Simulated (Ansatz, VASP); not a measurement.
CuO in VASP and in Ansatz

Contents of POSCAR:

```
CuO
1.0
    2.8912169321      0.0000000000      0.0000000000
   -1.4456084661      2.5038673111      0.0000000000
    0.0000000000      0.0000000000      2.8199443722
Cu O
1 1
Direct
    0.0000000000      0.0000000000      0.0000000000
    0.6666666667      0.3333333333      0.5000000000
```

Contents of INCAR.step1:

```
SYSTEM = CuO
  PREC = Accurate
  ENCUT = 600
  ISMEAR = 0
  SIGMA = 0.1
  LREAL = .FALSE.
  LASPH = .TRUE.
  NELM = 150
  ISPIN = 2
  MAGMOM = 0.62 0.53
  LMAXMIX = 4
  GGA = PE
  ALGO = Normal
  EDIFF = 1E-4
  LWAVE = .TRUE.
  LCHARG = .FALSE.
```

The input INCAR.step2:

```
SYSTEM = CuO
  PREC = Accurate
  ENCUT = 600
  EDIFF = 1E-6
  ISMEAR = 0
  SIGMA = 0.1
  LREAL = .FALSE.
  LASPH = .TRUE.
  NELM = 150
  ALGO = Normal
  ISIF = 3
  LWAVE = .FALSE.
  LCHARG = .FALSE.
  ISPIN = 2
  MAGMOM = 0.62 0.53
  LORBIT = 11
  LMAXMIX = 4
  METAGGA = R2SCAN
  LMIXTAU = .TRUE.
  IBRION = 2
  NSW = 90
  EDIFFG = -0.04
  ISTART = 1
```

Contents of KPOINTS:

```
Automatic mesh
0
G
  6 6 6
  0 0 0
```

Input for Ansatz:

```yaml
crystal:
  lattice:
    - [2.8912169321, 0.0, 0.0]
    - [-1.4456084661, 2.5038673111, 0.0]
    - [0.0, 0.0, 2.8199443722]
  atoms:
    - { symbol: Cu, position: [0.0, 0.0, 0.0], spin: 0.62 }
    - { symbol: O, position: [0.6666666667, 0.3333333333, 0.5], spin: 0.53 }
basis:
  ecutwfc: 500
kpoints:
  mp_grid: { grid: [6, 6, 6] }
hamiltonian:
  xc: r2scan
scf:
  occupations: { method: gaussian, width: 0.1 }
  lower_state_search: "off"
output:
  forces: true
  stress: true
  eigenvalues: true
  populations: true
magnetization:
  spin_polarized: true
relax:
  adjacent_minimum: "off"
  f_tol: 0.04
  max_steps: 70
  cell: { stress_tol: 0.4 }
```

Alike in both runs: task relaxation of cell and atoms; functional r2SCAN; k mesh 6 × 6 × 6; occupations gaussian, width 0.1 eV; collinear spin.

```csv
,VASP,Ansatz
version,VASP 6.6.1,Ansatz 0.2.0
potentials or method,"VASP PAW PBE potentials, release 64 (Cu, O), cutoff 600 eV","scalar-relativistic, plane waves, PAW"
valence electrons in the cell,17,25
```

Ansatz gave:

| Property | Result |
| --- | --- |
| gap on the k mesh at the Fermi level, each at its own relaxed structure (eV) | none |
| net moment per atom (μB) | 0.50 |
| size of the moment on the site where the two differ most (μB) | 0.58 |
| relaxed volume (Å³/atom) | 9.40 |
| relaxed length of the cell vector where the two differ most in proportion (Å) | 2.672 |

Question: Which values does VASP return?

Answer: gap on the k mesh at the Fermi level, each at its own relaxed structure (eV): none; net moment per atom (μB): 0.50; size of the moment on the site where the two differ most (μB): 0.54; relaxed volume (Å³/atom): 9.39; relaxed length of the cell vector where the two differ most in proportion (Å): 2.671.

VASP's potentials were made for PBE, not for r2SCAN. Site moments also hang on the region over which each program counts them. A gap of «none» marks a metal or a gap that the smearing closes. VASP's potentials hold 17 valence electrons a cell and Ansatz's 25, so a difference there can come from the potentials and not from the codes.

The k mesh is coarse, so the values compare programs but aren't converged.
